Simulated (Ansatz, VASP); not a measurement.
# Ga2Sb2CO: VASP beside Ansatz

Contents of INCAR:

```
SYSTEM = Ga2Sb2CO
PREC = Accurate
ENCUT = 520
EDIFF = 1E-6
ISMEAR = 0
SIGMA = 0.1
LREAL = .FALSE.
LASPH = .TRUE.
NELM = 120
ALGO = Normal
ISIF = 2
LWAVE = .FALSE.
LCHARG = .TRUE.
LDIPOL = .TRUE.
IDIPOL = 3
DIPOL = 0.5 0.5 0.361
GGA = PE
IVDW = 12
LELF = .TRUE.
LVHAR = .TRUE.
LVACPOTAV = .TRUE.
NBANDS = 42
GGA_COMPAT = .FALSE.
NELMDL = -8
```

The input KPOINTS:

```
Automatic mesh
0
G
  6 6 1
  0 0 0
```

POSCAR

```
Ga2Sb2CO
1.0
    4.3343814621      0.0000000000      0.0000000000
   -2.1671907311      3.7536844559      0.0000000000
    0.0000000000      0.0000000000     23.3197422777
Sb Ga O C
2 2 1 1
Direct
    0.0000000000      0.0000000000      0.1715284823
    0.3333333333      0.6666666667      0.3301590654
    0.3333333333      0.6666666667      0.2094685204
    0.6666666667      0.3333333333      0.3632005095
    1.0000000000      1.0000000000      0.5218643557
    1.0000000000      1.0000000000      0.5711787943
```

Input for Ansatz:

```yaml
crystal:
  lattice:
    - [4.3343814621, 0.0, 0.0]
    - [-2.1671907311, 3.7536844559, 0.0]
    - [0.0, 0.0, 23.3197422777]
  atoms:
    - { symbol: Sb, position: [0.0, 0.0, 0.1715284823] }
    - { symbol: Ga, position: [0.3333333333, 0.6666666667, 0.2094685204] }
    - { symbol: Sb, position: [0.3333333333, 0.6666666667, 0.3301590654] }
    - { symbol: Ga, position: [0.6666666667, 0.3333333333, 0.3632005095] }
    - { symbol: O, position: [1.0, 1.0, 0.5218643557] }
    - { symbol: C, position: [1.0, 1.0, 0.5711787943] }
basis:
  ecutwfc: 420
kpoints:
  mp_grid: { grid: [6, 6, 1] }
hamiltonian:
  xc: pbe
  pseudopotentials: { kind: paw, azcp: { folder: soft_1 } }
  dispersion: d3bj
scf:
  occupations: { method: gaussian, width: 0.1 }
output:
  forces: true
  eigenvalues: true
efield:
  axis: 3
  dipole_correction: true
  ramp_width: 0.04
```

Alike in both runs: task single point; functional PBE; dispersion D3(BJ); k mesh 6 × 6 × 1; occupations gaussian, width 0.1 eV; no spin polarisation.

|  | VASP | Ansatz |
| --- | --- | --- |
| version | VASP 6.6.1 | Ansatz 0.2.0 |
| potentials or method | VASP PAW PBE potentials, release 64 (Sb_d_GW, Ga_d, O, C), cutoff 520 eV | scalar-relativistic, plane waves, PAW |
| valence electrons in the cell | 66 | 66 |

|  | VASP | Ansatz | Ansatz less VASP |
| --- | --- | --- | --- |
| gap on the k mesh at the Fermi level (eV) | 0.04 | 0.04 | 0.000 |
| least direct gap on the mesh (eV) | 0.14 | 0.15 | +0.004 |
| rms of the force components (eV/Å) | 0.239 | 0.506 | +0.2674 |

One of these differences is far larger than is usual between the two programs; its cause wasn't traced.

Spin-orbit coupling is off throughout. Noted on VASP's run: the standard files for N, O and F lose accuracy on very short bonds.
